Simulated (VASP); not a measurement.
Input of a VASP 6.6.1 run:

Contents of INCAR:

```
ALGO = Normal ; EDIFF = 1E-7
EDIFFG = -0.01 ; ENCUT = 600
GGA = PE ; IBRION = 2
ISIF = 3 ; ISMEAR = 0
LASPH = True ; LCHARG = False
LREAL = False ; LWAVE = False
NELM = 80 ; NSW = 100
PREC = Accurate ; SIGMA = 0.1
```

Contents of KPOINTS:

```
k-points
0
Gamma
  8 8 8
```

POSCAR

```
CaGe4N
1.0
    0.0000000000      3.9333667900      3.9333667900
    3.9333667900      0.0000000000      3.9333667900
    3.9333667900      3.9333667900      0.0000000000
Ca Ge N
1 4 1
Direct
    0.0000000000      0.0000000000      0.0000000000
    0.1250000000      0.6250000000      0.6250000000
    0.6250000000      0.6250000000      0.6250000000
    0.6250000000      0.1250000000      0.6250000000
    0.6250000000      0.6250000000      0.1250000000
    0.2500000000      0.2500000000      0.2500000000
```

Potentials or basis: VASP PAW PBE potentials, release 64 (Ca_sv, Ge_d, N).

Command:

```console
$ cat potpaw_PBE.64/Ca_sv/POTCAR potpaw_PBE.64/Ge_d/POTCAR potpaw_PBE.64/N/POTCAR > POTCAR
$ mpirun -np 1 vasp_std > vasp.out
```

(1) Estimate the relaxed cell.

(2) Estimate the band gap on the k mesh.

(3) Predict the relaxed volume.

(4) Predict the space group after relaxing (to 0.1 Å).

Results:

(1) a = 5.424 Å, b = 5.424 Å, c = 5.424 Å, α = 60.00°, β = 60.00°, γ = 60.00°.

(2) zero (an odd number of electrons rules out a gap without spin polarisation).

(3) 18.80 Å³/atom.

(4) F-43m (No. 216).

Caveat: an odd number of electrons without spin polarisation forces a metal; a magnetic or distorted state may lie lower.
